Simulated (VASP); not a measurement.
# Ba (Im-3m) in VASP: a series of runs, part 2 of 2

VASP 6.6.1. The steps go on from the part before.

### 3 Electric field gradients, PBE (volume scaled by 0.98)

Contents of INCAR:

```
PREC = Accurate ; ENCUT = 520
EDIFF = 1E-8 ; ISMEAR = -1
SIGMA = 0.05 ; LREAL = F
LASPH = T ; NELM = 80
ALGO = Normal ; ISIF = 2
LWAVE = F ; LCHARG = F
GGA = PE ; LEFG = T
NBANDS = 11
```

Contents of KPOINTS:

```
Automatic mesh
0
Gamma
  10 10 10
```

Contents of POSCAR:

```
Ba
1.0
   -2.4832209710      2.4832209710      2.4832209710
    2.4832209710     -2.4832209710      2.4832209710
    2.4832209710      2.4832209710     -2.4832209710
Ba
1
Direct
    0.0000000000      0.0000000000      0.0000000000
```

Potentials or basis: VASP PAW PBE potentials, release 64 (Ba_sv).

Run with:

```bash
$ cat potpaw_PBE.64/Ba_sv/POTCAR > POTCAR
$ mpirun -np 1 vasp_std > vasp.out
```

OUTCAR:

```text
PREC = Accurate
   ENCUT = 520
   EDIFF = 1E-8
   ISMEAR = -1
   LREAL = F
   LASPH = T
   NELM = 80
   ISIF = 2
   GGA = PE

 ion  position               nearest neighbor table
   1  0.000  0.000  0.000-

  LATTYP: Found a body centered cubic cell.
 ALAT       =     4.9664419420

  Lattice vectors:

 A1 = (  -2.4832209710,   2.4832209710,   2.4832209710)
 A2 = (   2.4832209710,  -2.4832209710,   2.4832209710)
 A3 = (   2.4832209710,   2.4832209710,  -2.4832209710)

Analysis of symmetry for initial positions (statically):
=====================================================================
 Subroutine PRICEL returns:
 Original cell was already a primitive cell.

 Routine SETGRP: Setting up the symmetry group for a
 body centered cubic supercell.

 Subroutine GETGRP returns: Found 48 space group operations
 (whereof 48 operations were pure point group operations)
 out of a pool of 48 trial point group operations.

The static configuration has the point symmetry O_h .

Analysis of symmetry for dynamics (positions and initial velocities):
=====================================================================
 Subroutine PRICEL returns:
 Original cell was already a primitive cell.

 Routine SETGRP: Setting up the symmetry group for a
 body centered cubic supercell.

 Subroutine GETGRP returns: Found 48 space group operations
 (whereof 48 operations were pure point group operations)
 out of a pool of 48 trial point group operations.

[... 160 lines left out ...]
      5      -1.0231      2.00000
      6       3.6033      0.00000
      7       3.6033      0.00000
      8       3.6033      0.00000
      9       5.0426      0.00000
     10       5.0426      0.00000
     11       8.7582      0.00000
[... 309 lines left out ...]
 k-point    24 :      -0.3000    0.3000    0.1000
  band No.  band energies     occupation
      1     -27.0598      2.00000
      2     -12.3599      2.00000
      3     -12.1526      2.00000
      4     -12.0687      2.00000
      5       0.4945      2.00000
      6       2.6950      0.00000
      7       2.9305      0.00000
      8       4.2813      0.00000
      9       5.2058      0.00000
     10       5.5853      0.00000
     11       8.6025      0.00000

 [... further k-points ...]

------------------------ aborting loop because EDIFF is reached ----------------------------------------

  FORCE on cell =-STRESS in cart. coord.  units (eV):
  Direction    XX          YY          ZZ          XY          YZ          ZX
  --------------------------------------------------------------------------------------
  -------------------------------------------------------------------------------------
  Total        0.1369212      0.1369212      0.1369212      0.0000000      0.0000000      0.0000000
  in kB        3.5815833      3.5815833      3.5815833      0.0000000      0.0000000      0.0000000
  external PRESSURE =       3.5815833 kB  Pullay stress =       0.0000000 kB

 VOLUME and BASIS-vectors are now :
 -----------------------------------------------------------------------------
  energy-cutoff  :      520.00
  volume of cell :       61.25
      direct lattice vectors                 reciprocal lattice vectors
    -2.483220971  2.483220971  2.483220971     0.000000000  0.201351392  0.201351392
     2.483220971 -2.483220971  2.483220971     0.201351392  0.000000000  0.201351392
     2.483220971  2.483220971 -2.483220971     0.201351392  0.201351392  0.000000000

 POSITION                                       TOTAL-FORCE (eV/Angst)
 -----------------------------------------------------------------------------------
      0.00000      0.00000      0.00000         0.000000     -0.000000     -0.000000
 -----------------------------------------------------------------------------------
    total drift:                                0.000000      0.000000     -0.000000

  FREE ENERGIE OF THE ION-ELECTRON SYSTEM (eV)
  ---------------------------------------------------
  free  energy   TOTEN  =        -1.9096393624 eV

  energy  without entropy=       -1.8984124581  energy(sigma->0) =       -1.90402591

 Electric field gradients (V/A^2)
---------------------------------------------------------------------
 ion       V_xx      V_yy      V_zz      V_xy      V_xz      V_yz
---------------------------------------------------------------------
   1       0.000    -0.000    -0.000     0.000     0.000     0.000
---------------------------------------------------------------------

 Electric field gradients after diagonalization (V/A^2)
 (convention: |V_zz| > |V_xx| > |V_yy|)
----------------------------------------------------------------------
 ion       V_xx      V_yy      V_zz     asymmetry (V_yy - V_xx)/ V_zz
----------------------------------------------------------------------
   1      -0.000    -0.000     0.000       0.000
----------------------------------------------------------------------

           NMR quadrupolar parameters

 Cq : quadrupolar parameter    Cq=e*Q*V_zz/h
 eta: asymmetry parameters     (V_yy - V_xx)/ V_zz
 Q  : nuclear electric quadrupole moment in mb (millibarn)
----------------------------------------------------------------------
 ion       Cq(MHz)       eta       Q (mb)
----------------------------------------------------------------------
   1       0.000       0.000       1.000
----------------------------------------------------------------------
```

OSZICAR:

```text
N       E                     dE             d eps       ncg     rms          rms(c)
DAV:   1     0.554964383875E+02    0.55496E+02   -0.42462E+03  1034   0.748E+02
DAV:   2     0.781487265441E+00   -0.54715E+02   -0.53341E+02  1205   0.137E+02
DAV:   3    -0.183322515977E+01   -0.26147E+01   -0.26017E+01  1337   0.311E+01
DAV:   4    -0.190848112900E+01   -0.75256E-01   -0.75186E-01  1334   0.492E+00
DAV:   5    -0.191012275826E+01   -0.16416E-02   -0.16415E-02  1421   0.602E-01    0.168E+00
DAV:   6    -0.190928708830E+01    0.83567E-03   -0.33428E-03  1255   0.543E-01    0.995E-01
DAV:   7    -0.190943384201E+01   -0.14675E-03   -0.66885E-03  1206   0.854E-01    0.437E-02
DAV:   8    -0.190962979842E+01   -0.19596E-03   -0.35992E-04  1570   0.108E-01    0.310E-02
DAV:   9    -0.190963824714E+01   -0.84487E-05   -0.77147E-06  1252   0.233E-02    0.585E-03
DAV:  10    -0.190963942523E+01   -0.11781E-05   -0.33559E-06  1256   0.115E-02    0.194E-03
DAV:  11    -0.190963952842E+01   -0.10319E-06   -0.70363E-07  1449   0.709E-03    0.801E-04
DAV:  12    -0.190963930742E+01    0.22100E-06   -0.39759E-08  1256   0.158E-03    0.122E-04
DAV:  13    -0.190963932863E+01   -0.21216E-07   -0.15488E-09   693   0.264E-04    0.437E-05
DAV:  14    -0.190963935890E+01   -0.30267E-07   -0.82829E-10   655   0.140E-04    0.123E-05
DAV:  15    -0.190963936242E+01   -0.35218E-08   -0.30401E-10   622   0.790E-05
   1 F= -.19096394E+01 E0= -.19040259E+01  d E =-.112269E-01
```

Wall time 23 s (1 thread of Intel Xeon 6975P-C, shared host); peak memory 0.19 GiB.

What came out:

* Free energy: -1.9096 eV
* Pressure: 0.4 GPa
* Band gap on the k mesh: zero (band 5 reaches 2.09 eV, above the bottom of band 6 at 1.16 eV)

Levels at points of the mesh, in eV from the Fermi level:
| k point | band 2 | band 3 | band 4 | band 5 | band 6 | band 7 | band 8 | band 9 |
| --- | --- | --- | --- | --- | --- | --- | --- | --- |
| (0.00, 0.00, 0.00) | -13.76 | -13.76 | -13.76 | -2.75 | 1.88 | 1.88 | 1.88 | 3.31 |
| (0.50, 0.00, 0.00) | -14.26 | -13.92 | -13.76 | -0.90 | 0.70 | 1.35 | 3.30 | 3.89 |
| (0.50, 0.50, 0.50) | -14.10 | -14.10 | -14.10 | -0.57 | -0.57 | 4.51 | 4.51 | 4.51 |

Caveat: without QUAD_EFG the Cq values of the log hold for a quadrupole moment of 1 mb, not for the nuclei; spin-orbit coupling is left out, which moves the levels of the heavy elements.
